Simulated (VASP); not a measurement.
A run of VASP 6.6.1:

Contents of INCAR:

```
PREC = Accurate ; ENCUT = 520
EDIFF = 1E-7 ; ISMEAR = 0
SIGMA = 0.01 ; LREAL = False
LASPH = True ; NELM = 60
ALGO = Normal ; ISIF = 2
LWAVE = False ; LCHARG = True
GGA = PE ; LELF = True
LVHAR = True ; NBANDS = 11
```

File KPOINTS:

```
regular mesh
0
Gamma
  4 4 4
```

Contents of POSCAR:

```
NaH
1.0
    0.0000000000      2.5969210594      2.5969210594
    2.5969210594      0.0000000000      2.5969210594
    2.5969210594      2.5969210594      0.0000000000
Na H
1 1
Direct
    0.0000000000      0.0000000000      0.0000000000
    0.2500000000      0.2500000000      0.2500000000
```

Potentials or basis: VASP PAW PBE potentials, release 64 (Na_pv, H).

Command:

```sh
$ cat potpaw_PBE.64/Na_pv/POTCAR potpaw_PBE.64/H/POTCAR > POTCAR
$ mpirun -np 1 vasp_std > vasp.out
```

Hardware: 1 thread of Intel(R) Xeon(R) Platinum 8488C (Sapphire Rapids), with other jobs on the host.

Question: Estimate the wall time of this run.

Answer: Run time: 5.4 s on 1 thread of Intel(R) Xeon(R) Platinum 8488C (Sapphire Rapids), on a shared host, peak memory 0.14 GiB. Counts: scf iterations 13, k points 8.
